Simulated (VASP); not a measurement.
# Si2C3 (P-6m2) in VASP: a series of runs

The runs below take Si2C3 through relaxation of cell and atoms, single point, with PBE.

All numbers are computed with VASP 6.6.1; they aren't measurements. Logs are shortened: lines on timing, memory, paths and dates and some standing lists are left out, and cuts for length are marked.

## 1. The cell of the first run

It takes space group P-6m2 (No. 187, hexagonal). Conventional cell: a = 3.936 Å, b = 3.936 Å, c = 4.833 Å, α = 90.00°, β = 90.00°, γ = 120.00°. Si (site symmetry -6m2) has 8 C at 2.42 to 2.56 Å within 3.2 Å. Si (site symmetry -6m2) has 9 C at 2.27 to 2.58 Å within 3.0 Å. C (site symmetry 3m) has 5 C at 2.37 to 2.58 Å and 6 Si at 2.56 to 2.58 Å within 3.1 Å. C (site symmetry -6m2) has 5 Si at 2.27 to 2.42 Å and 6 C at 2.58 Å within 3.0 Å.

## 2. Relaxation of cell and atoms, PBE

Input file INCAR:

```
SYSTEM = Si2C3
PREC = Accurate ; ENCUT = 600
EDIFF = 1E-7 ; ISMEAR = 0
SIGMA = 0.1 ; LREAL = .False.
LASPH = .True. ; NELM = 100
ALGO = Normal ; ISIF = 3
LWAVE = .False. ; LCHARG = .False.
GGA = PE ; IBRION = 2
NSW = 90 ; EDIFFG = -0.04
```

Input file KPOINTS:

```
regular mesh
0
Gamma
  6 6 4
  0 0 0
```

Input file POSCAR:

```
Si2C3
1.0
    3.9355298400      0.0000000000      0.0000000000
   -1.9677649200      3.4082688100      0.0000000000
    0.0000000000      0.0000000000      4.8326880300
Si C
2 3
Direct
    0.6666666700      0.3333333300      0.5000000000
    0.3333333300      0.6666666700      0.0000000000
    0.0000000000      0.0000000000      0.7454000100
    0.0000000000      0.0000000000      0.2545999900
    0.6666666700      0.3333333300      0.0000000000
```

Potentials or basis: VASP PAW PBE potentials, release 64 (Si, C).

Run with:

```sh
$ cat potpaw_PBE.64/Si/POTCAR potpaw_PBE.64/C/POTCAR > POTCAR
$ mpirun -np 1 vasp_std > vasp.out
```

OUTCAR:

```text
SYSTEM = Si2C3
   PREC = Accurate
   ENCUT = 600
   EDIFF = 1E-7
   ISMEAR = 0
   LREAL = .False.
   LASPH = .True.
   NELM = 100
   ISIF = 3
   GGA = PE
   IBRION = 2
   NSW = 90
   EDIFFG = -0.04

 ion  position               nearest neighbor table
   1  0.667  0.333  0.500-   5 2.42   5 2.42   3 2.56   4 2.56   3 2.56   4 2.56   3 2.56   4 2.56

   2  0.333  0.667  0.000-   5 2.27   5 2.27   5 2.27   3 2.58   4 2.58   4 2.58   3 2.58   4 2.58
                             3 2.58
   3  0.000  0.000  0.745-   1 2.56   1 2.56   1 2.56   2 2.58   2 2.58   2 2.58
   4  0.000  0.000  0.255-   1 2.56   1 2.56   1 2.56   2 2.58   2 2.58   2 2.58
   5  0.667  0.333  0.000-   2 2.27   2 2.27   2 2.27   1 2.42   1 2.42

  LATTYP: Found a hexagonal cell.
 ALAT       =     3.9355298400
 C/A-ratio  =     1.2279637626

  Lattice vectors:

 A1 = (   3.9355298400,   0.0000000000,   0.0000000000)
 A2 = (  -1.9677649200,   3.4082688100,   0.0000000000)
 A3 = (   0.0000000000,   0.0000000000,   4.8326880300)

Analysis of symmetry for initial positions (statically):
=====================================================================
 Subroutine PRICEL returns:
 Original cell was already a primitive cell.

 Routine SETGRP: Setting up the symmetry group for a
 hexagonal supercell.

 Subroutine GETGRP returns: Found 12 space group operations
 (whereof 12 operations were pure point group operations)
 out of a pool of 24 trial point group operations.

The static configuration has the point symmetry D_3h.

Analysis of symmetry for dynamics (positions and initial velocities):
=====================================================================
 Subroutine PRICEL returns:
 Original cell was already a primitive cell.

 Routine SETGRP: Setting up the symmetry group for a
 hexagonal supercell.

 Subroutine GETGRP returns: Found 12 space group operations
 (whereof 12 operations were pure point group operations)
 out of a pool of 24 trial point group operations.

The dynamic configuration has the point symmetry D_3h.

 Subroutine INISYM returns: Found 12 space group operations
 (whereof 12 operations are pure point group operations),
 and found     1 'primitive' translations

----------------------------------------------------------------------------------------

                                     Primitive cell

  volume of cell :      64.8225

  direct lattice vectors                    reciprocal lattice vectors
     3.935529840  0.000000000  0.000000000     0.254095393  0.146702044  0.000000000
    -1.967764920  3.408268810  0.000000000     0.000000000  0.293404087  0.000000000
     0.000000000  0.000000000  4.832688030     0.000000000  0.000000000  0.206924178

  length of vectors
     3.935529840  3.935529832  4.832688030     0.293404087  0.293404087  0.206924178

  position of ions in fractional coordinates (direct lattice)
     0.666666670  0.333333330  0.500000000
     0.333333330  0.666666670  0.000000000
     0.000000000  0.000000000  0.745400010
     0.000000000  0.000000000  0.254599990
     0.666666670  0.333333330  0.000000000

  ion indices of the primitive-cell ions
   primitive index   ion index
                 1           1
                 2           2
                 3           3
                 4           4
                 5           5

----------------------------------------------------------------------------------------

 KPOINTS: regular mesh

Automatic generation of k-mesh.
 Grid dimensions read from file:
 generate k-points for:    6    6    4

 Generating k-lattice:

  Cartesian coordinates                     Fractional coordinates (reciprocal lattice)
     0.042349232  0.024450341  0.000000000     0.166666667  0.000000000  0.000000000
     0.000000000  0.048900681  0.000000000     0.000000000  0.166666667  0.000000000
     0.000000000  0.000000000  0.051731045     0.000000000  0.000000000  0.250000000

  Length of vectors
     0.048900681  0.048900681  0.051731045

  Shift w.r.t. Gamma in fractional coordinates (k-lattice)
[... 44 lines left out ...]
  energy-cutoff  :      600.00
  volume of cell :       64.82
 maximum number of plane-waves:      2184
 NGX is ok and might be reduce to    32
   NGX = 15   NGY = 15   NGZ = 19

--------------------------------------- Ionic step        1  -------------------------------------------

 number of electron      19.9999999 magnetization

 Free energy of the ion-electron system (eV)
  ---------------------------------------------------
  ext. energy  EPLUGINS =         0.00000000
  ---------------------------------------------------
  free energy    TOTEN  =       -25.13540391 eV

  energy without entropy =      -25.12492600  energy(sigma->0) =      -25.13016495

------------------------ aborting loop because EDIFF is reached ----------------------------------------

  FORCE on cell =-STRESS in cart. coord.  units (eV):
  Direction    XX          YY          ZZ          XY          YZ          ZX
  --------------------------------------------------------------------------------------
  -------------------------------------------------------------------------------------
  Total      -11.9714321    -11.9714321     -5.5173503      0.0000000      0.0000000     -0.0000000
  in kB     -295.8904028   -295.8904013   -136.3688983      0.0000000      0.0000000     -0.0000000
  external PRESSURE =    -242.7165675 kB  Pullay stress =       0.0000000 kB
[... 98 lines left out ...]
  FREE ENERGIE OF THE ION-ELECTRON SYSTEM (eV)
  ---------------------------------------------------
  free  energy   TOTEN  =       -27.4829676827 eV

  energy  without entropy=      -27.4683172997  energy(sigma->0) =      -27.47564249

 E-fermi :  10.1194     XC(G=0): -11.8283

 val. band max:       10.0942211016   @ k =   0.3333  -0.0000   0.2500
 cond. band min:      10.1385193446   @ k =   0.3333   0.3333   0.2500
 fundamental gap:      0.0442982431
 Fermi energy:        10.1193975017

 k-point     1 :       0.0000    0.0000    0.0000
  band No.  band energies     occupation
      1      -9.6913      2.00000
      2      -5.0811      2.00000
      3      -1.3871      2.00000
      4       4.2919      2.00000
      5       4.2919      2.00000
      6       5.7495      2.00000
      7       7.2193      2.00000
      8       7.2193      2.00000
      9       8.5632      2.00000
     10      11.0247      0.00000
     11      11.5443      0.00000
     12      11.5443      0.00000
     13      13.7928      0.00000
     14      13.7928      0.00000
[... 326 lines left out ...]
      1      -7.3333      2.00000
      2      -1.9122      2.00000
      3      -1.2926      2.00000
      4       0.1393      2.00000
      5       0.8250      2.00000
      6       0.9248      2.00000
      7       5.5265      2.00000
      8       6.2488      2.00000
      9       6.9131      2.00000
     10       8.4441      2.00000
     11       8.7597      2.00000
     12      11.3951      0.00000
     13      15.9801      0.00000
     14      16.2351      0.00000

[... ionic steps 4 to 23 ...]

--------------------------------------- Ionic step       24  -------------------------------------------

 number of electron      20.0000005 magnetization

------------------------ aborting loop because EDIFF is reached ----------------------------------------
[... 73 lines left out ...]
--------------------------------------- Ionic step       26  -------------------------------------------

 number of electron      20.0000004 magnetization

 Free energy of the ion-electron system (eV)
  ---------------------------------------------------
  ext. energy  EPLUGINS =         0.00000000
  ---------------------------------------------------
  free energy    TOTEN  =       -32.87782344 eV

  energy without entropy =      -32.86002199  energy(sigma->0) =      -32.86892271

 E-fermi :   5.2246     XC(G=0): -10.0939

 val. band max:        5.2081977858   @ k =   0.3333   0.1667   0.2500
 cond. band min:       5.2414951985   @ k =   0.3333   0.1667   0.5000
 fundamental gap:      0.0332974127
 Fermi energy:         5.2245614578

 k-point     1 :       0.0000    0.0000    0.0000
  band No.  band energies     occupation
      1     -13.2455      2.00000
      2      -8.3895      2.00000
      3      -4.1613      2.00000
      4       0.9487      2.00000
      5       0.9487      2.00000
      6       1.2731      2.00000
      7       1.9146      2.00000
      8       4.0320      2.00000
      9       4.0320      2.00000
     10       7.5295      0.00000
     11       7.5295      0.00000
     12       7.6372      0.00000
     13      10.4304      0.00000
     14      10.4304      0.00000
[... 370 lines left out ...]
  FREE ENERGIE OF THE ION-ELECTRON SYSTEM (eV)
  ---------------------------------------------------
  free  energy   TOTEN  =       -32.8778234369 eV

  energy  without entropy=      -32.8600219869  energy(sigma->0) =      -32.86892271

 reached required accuracy - stopping structural energy minimisation
```

Run time: 3.2 min. Hardware: 1 thread of Intel Xeon 6975P-C (Granite Rapids), shared host; peak memory 0.21 GiB.

What came out:

| Item | Value |
| --- | --- |
| Free energy | -32.8778 eV |
| Relaxed volume | 12.46 Å³/atom |
| Relaxed cell | a = 3.081 Å, b = 3.081 Å, c = 7.580 Å, α = 90.00°, β = 90.00°, γ = 120.00° |
| Space group after relaxing (to 0.05 Å) | P-6m2 (No. 187) |
| Energy gained by relaxing | 1548.5 meV/atom |
| Ionic steps | 26 |
| Pressure after relaxing | -0.1 GPa |
| Largest force after relaxing | 0.031 eV/Å |
| Band gap on the k mesh | zero (band 10 reaches 7.53 eV, above the bottom of band 11 at 5.18 eV) |

Forces on the atoms (eV/Å):
```
Si   0.000  0.000  0.000
Si   0.000  0.000  0.000
C    0.000  0.000  0.031
C    0.000  0.000 -0.031
C    0.000  0.000  0.000
```

Step by step:
```tsv
step	energy change (eV)	largest force (eV/Å)	pressure (GPa)	volume (Å³)
1	0.0000	1.2501	-24.27	64.82
2	-2.2689	2.0425	-3.57	48.01
3	-2.3476	2.5140	5.74	45.42
4	-3.4127	2.7541	10.58	44.21
5	-4.5950	0.6316	29.84	42.22
6	30.0831	185.1212	330.59	37.61
7	-4.5861	1.1963	33.90	42.15
8	-4.8198	2.8024	33.27	43.11
9	-4.8856	4.1943	34.74	43.96
10	-5.5024	2.0909	19.67	46.28
11	-6.3588	0.7820	-6.98	53.04
12	-6.4048	1.3142	-12.71	55.52
13	-6.8144	1.6169	-11.57	56.72
14	-7.1056	1.8809	-6.29	58.89
15	-7.1142	1.7897	-7.67	58.53
16	-7.2664	1.5440	-2.25	56.80
17	-7.3410	1.0000	8.71	54.13
18	-7.4415	0.4834	9.73	54.44
19	-7.4571	0.2533	10.73	54.61
20	-7.5691	0.0150	2.23	57.40
21	-7.5783	0.1138	-0.91	58.62
22	-7.6523	0.3148	-1.08	59.60
23	-7.7321	0.6255	-0.95	62.06
24	-7.7370	0.4090	1.83	61.93
25	-7.7418	0.0399	0.69	61.98
26	-7.7424	0.0315	-0.14	62.30
```

Final structure:
```xyz
5
Lattice="3.0809 0.0000 0.0000 -1.5404 2.6681 0.0000 0.0000 0.0000 7.5795" Properties=species:S:1:pos:R:3 pbc="T T T"
Si    1.5404    0.8894    3.7898
Si    0.0000    1.7787    0.0000
C     0.0000    0.0000    4.5599
C     0.0000    0.0000    3.0196
C     1.5404    0.8894    0.0000
```

## 3. Single point, PBE

This run uses another cell than the first one, of 15.51 Å³/atom, 1.196 times its volume.

Input file INCAR:

```
SYSTEM = Si2C3
ALGO = Normal
EDIFF = 1E-6
ENCUT = 520
GGA = PE
ISIF = 2
ISMEAR = 0
LASPH = .True.
LCHARG = .False.
LREAL = .False.
LWAVE = .False.
NBANDS = 18
NELM = 60
PREC = Accurate
SIGMA = 0.1
```

Input file KPOINTS:

```
k-points
0
Gamma
  12 12 4
  0 0 0
```

Input file POSCAR:

```
Si2C3
1.0
    3.0810882065      0.0000000000      0.0000000000
   -1.5405441032      2.6683006581      0.0000000000
    0.0000000000      0.0000000000      9.4305333288
Si C
2 3
Direct
    0.6666666667      0.3333333333      0.5000000000
    0.3333333333      0.6666666667      0.0000000000
    0.0000000000      0.0000000000      0.5818018594
    0.0000000000      0.0000000000      0.4181981406
    0.6666666667      0.3333333333      0.0000000000
```

Potentials or basis: VASP PAW PBE potentials, release 64 (Si, C).

Run with:

```sh
$ cat potpaw_PBE.64/Si/POTCAR potpaw_PBE.64/C/POTCAR > POTCAR
$ mpirun -np 1 vasp_std > vasp.out
```

It took 45 s on 1 thread of Intel Xeon 6975P-C (Granite Rapids), shared host; peak memory 0.22 GiB.

The run converged. Its results:

```
Free energy            : -33.1848 eV
Pressure               : 0.0 GPa
Largest force          : 0.065 eV/Å
Band gap on the k mesh : zero (band 10 reaches 5.39 eV, above the bottom of band 11 at 2.73 eV)
```

Forces in eV/Å, atoms in the order of the input:
```
Si   0.000  0.000  0.000
Si   0.000  0.000  0.000
C    0.000  0.000  0.065
C    0.000  0.000 -0.065
C    0.000  0.000  0.000
```

Stress tensor (GPa, compression positive):
```
-0.03  0.00  0.00
 0.00 -0.03  0.00
 0.00  0.00  0.18
```

Levels at points of the mesh, in eV from the Fermi level:
```csv
k point,band 7,band 8,band 9,band 10,band 11,band 12,band 13,band 14
"(0.00, 0.00, 0.00)",-3.56,-1.16,-1.16,2.29,2.29,2.36,4.27,5.17
"(0.50, 0.00, 0.00)",-3.46,-2.69,-2.08,-0.50,1.01,1.66,2.81,4.10
"(0.00, 0.00, 0.50)",-3.22,-1.16,-1.16,2.29,2.29,2.49,3.46,5.17
"(0.50, 0.00, 0.50)",-3.46,-2.69,-2.09,-0.51,1.01,1.66,2.86,4.12
```

## 4. Single point, PBE, collinear spin, ferromagnetic start

Input file INCAR:

```
PREC     = Accurate       # precision mode
ENCUT    = 520            # plane-wave cutoff, eV
EDIFF    = 1E-6           # SCF threshold, eV
ISMEAR   = 0              # smearing method
SIGMA    = 0.1            # smearing width, eV
LREAL    = F              # projectors in reciprocal space
LASPH    = T              # aspherical terms in the spheres
NELM     = 150            # most SCF steps
ALGO     = Normal         # electronic algorithm
ISIF     = 2              # what is computed and relaxed
LWAVE    = F              # write WAVECAR
LCHARG   = T              # write CHGCAR
ISPIN    = 2              # spin polarisation
MAGMOM   = 0 0 1 1 1      # initial moments
LORBIT   = 11             # projections on sites
GGA      = PE             # functional
LELF     = T              # ELF
LVHAR    = T            
NBANDS   = 22             # bands
```

Input file KPOINTS:

```
regular mesh
0
Gamma
  6 6 4
```

Input file POSCAR:

```
Si2C3
1.0
    3.9355298400      0.0000000000      0.0000000000
   -1.9677649200      3.4082688100      0.0000000000
    0.0000000000      0.0000000000      4.8326880300
Si C
2 3
Direct
    0.6666666700      0.3333333300      0.5000000000
    0.3333333300      0.6666666700      0.0000000000
    0.0000000000      0.0000000000      0.7454000100
    0.0000000000      0.0000000000      0.2545999900
    0.6666666700      0.3333333300      0.0000000000
```

Run with:

```sh
$ cat potpaw_PBE.64/Si/POTCAR potpaw_PBE.64/C/POTCAR > POTCAR
$ mpirun -np 1 vasp_std > vasp.out
```

It took 44 s on 1 thread of Intel Xeon 6975P-C (Granite Rapids), shared host; peak memory 0.21 GiB.

It converged, with:

```yaml
Free_energy: -25.1351 eV
Pressure: -24.2 GPa
Largest_force: 1.250 eV/Å
Band_gap_on_the_k_mesh: zero (filled and empty bands overlap)
Net_moment: 0.00 μB per cell
Valence_electrons_inside_the_program's_atomic_spheres: Si 1.39; C 2.06, 2.12
```

Forces on the atoms (eV/Å):
```
Si   0.000  0.000  0.000
Si   0.000  0.000  0.000
C    0.000  0.000 -1.250
C    0.000  0.000  1.250
C    0.000  0.000  0.000
```

Stress tensor (GPa, compression positive):
```
-29.54   0.00   0.00
  0.00 -29.54   0.00
  0.00   0.00 -13.59
```

Levels at points of the mesh, in eV from the Fermi level:
Spin up:
```
           k point  band 7  band 8  band 9  band 10  band 11  band 12  band 13  band 14
(0.00, 0.00, 0.00)   -2.13   -2.13   -1.83    -1.77     0.07     0.31     0.31     2.68
(0.50, 0.00, 0.00)   -4.94   -4.20   -0.37    -0.08    -0.02     1.45     2.62     3.38
(0.00, 0.00, 0.50)   -1.97   -1.92   -1.65    -1.65    -1.52    -1.52    -0.12     2.41
(0.50, 0.00, 0.50)   -2.82   -1.91   -0.47    -0.32     0.62     1.06     1.81     3.01
```
Spin down:
```tsv
k point	band 8	band 9	band 10	band 11	band 12	band 13
(0.00, 0.00, 0.00)	-2.13	-1.83	-1.77	0.07	0.31	0.31
(0.50, 0.00, 0.00)	-4.20	-0.37	-0.08	-0.02	1.45	2.62
(0.00, 0.00, 0.50)	-1.92	-1.65	-1.65	-1.52	-1.52	-0.12
(0.50, 0.00, 0.50)	-1.91	-0.47	-0.32	0.62	1.06	1.81
```

Caveat: forces of over 1 eV/Å act on the atoms, so gaps and moduli don't describe the material at rest.

## 5. Relaxation of cell and atoms, PBE

This run uses another cell than the first one, of 15.00 Å³/atom, 1.157 times its volume.

Input file INCAR:

```
PREC = Accurate ; ENCUT = 600
EDIFF = 1E-7 ; ISMEAR = 0
SIGMA = 0.1 ; LREAL = F
LASPH = T ; NELM = 80
ALGO = Normal ; ISIF = 3
LWAVE = F ; LCHARG = F
GGA = PE ; IBRION = 2
NSW = 100 ; EDIFFG = -0.01
```

Input file KPOINTS:

```
Automatic mesh
0
Gamma
  12 12 4
```

Input file POSCAR:

```
Si2C3
1.0
    3.0813785328      0.0000000000      0.0000000000
   -1.5406892664      2.6685520881      0.0000000000
    0.0000000000      0.0000000000      9.1186583950
Si C
2 3
Direct
    0.6666666667      0.3333333333      0.5000000000
    0.3333333333      0.6666666667      0.0000000000
    0.0000000000      0.0000000000      0.5846837249
    0.0000000000      0.0000000000      0.4153162751
    0.6666666667      0.3333333333      0.0000000000
```

Run with:

```sh
$ cat potpaw_PBE.64/Si/POTCAR potpaw_PBE.64/C/POTCAR > POTCAR
$ mpirun -np 1 vasp_std > vasp.out
```

Run time: 1.8 min. Hardware: 1 thread of Intel Xeon 6975P-C (Granite Rapids), shared host; peak memory 0.27 GiB.

Results (log left out):

| Item | Value |
| --- | --- |
| Free energy | -33.1875 eV |
| Relaxed volume | 14.98 Å³/atom |
| Relaxed cell | a = 3.079 Å, b = 3.079 Å, c = 9.124 Å, α = 90.00°, β = 90.00°, γ = 120.00° |
| Space group after relaxing (to 0.05 Å) | P-6m2 (No. 187) |
| Energy gained by relaxing | 0.0 meV/atom |
| Ionic steps | 3 |
| Pressure after relaxing | 0.0 GPa |
| Band gap on the k mesh | zero (band 10 reaches 5.68 eV, above the bottom of band 11 at 3.02 eV) |

The path:
| step | energy change (eV) | largest force (eV/Å) | pressure (GPa) | volume (Å³) |
| --- | --- | --- | --- | --- |
| 1 | 0.0000 | 0.0440 | -0.08 | 74.98 |
| 2 | -0.0001 | 0.0170 | 0.09 | 74.90 |
| 3 | -0.0002 | 0.0019 | 0.04 | 74.92 |

Final structure:
```xyz
5
Lattice="3.0793 0.0000 0.0000 -1.5397 2.6668 0.0000 0.0000 0.0000 9.1239" Properties=species:S:1:pos:R:3 pbc="T T T"
Si    1.5397    0.8889    4.5619
Si    0.0000    1.7778    0.0000
C     0.0000    0.0000    5.3361
C     1.5397    2.6668    3.7878
C     1.5397    0.8889    0.0000
```

Levels at points of the mesh, in eV from the Fermi level:
```
           k point  band 8  band 9  band 10  band 11  band 12  band 13
(0.00, 0.00, 0.00)   -1.15   -1.15     2.29     2.29     2.39     4.43
(0.50, 0.00, 0.00)   -2.68   -2.06    -0.48     1.01     1.68     2.82
(0.00, 0.00, 0.50)   -1.15   -1.15     2.29     2.29     2.54     3.51
(0.50, 0.00, 0.50)   -2.68   -2.09    -0.51     1.01     1.68     2.90
```

## 6. Overview

```csv
task,spin,cell,k mesh,cutoff (eV),gap on the mesh (eV),pressure (GPa),relaxed volume (Å³/atom),largest force (eV/Å)
relaxation of cell and atoms,off,"relaxed from a = 3.936, b = 3.936, c = 4.833 Å, angles 90.0, 90.0, 120.0°, 5 atoms",6 × 6 × 4,600,none,-0.1,12.46,0.03
single point,off,"a = 3.081, b = 3.081, c = 9.431 Å, angles 90.0, 90.0, 120.0°, 5 atoms",12 × 12 × 4,520,none,0.0,-,0.06
single point,"collinear, ferromagnetic start","a = 3.936, b = 3.936, c = 4.833 Å, angles 90.0, 90.0, 120.0°, 5 atoms",6 × 6 × 4,520,none,-24.2,-,1.25
relaxation of cell and atoms,off,"relaxed from a = 3.081, b = 3.081, c = 9.119 Å, angles 90.0, 90.0, 120.0°, 5 atoms",12 × 12 × 4,600,none,0.0,14.98,-
```

Alike in all rows: level PBE; potentials or basis VASP PAW PBE potentials, release 64 (Si, C); smearing gaussian 0.1 eV.

Caveats: forces of over 1 eV/Å act on the atoms, so gaps and moduli don't describe the material at rest (some runs).

Total energies depend on the potentials used, so only differences within one code and one set of settings carry meaning.
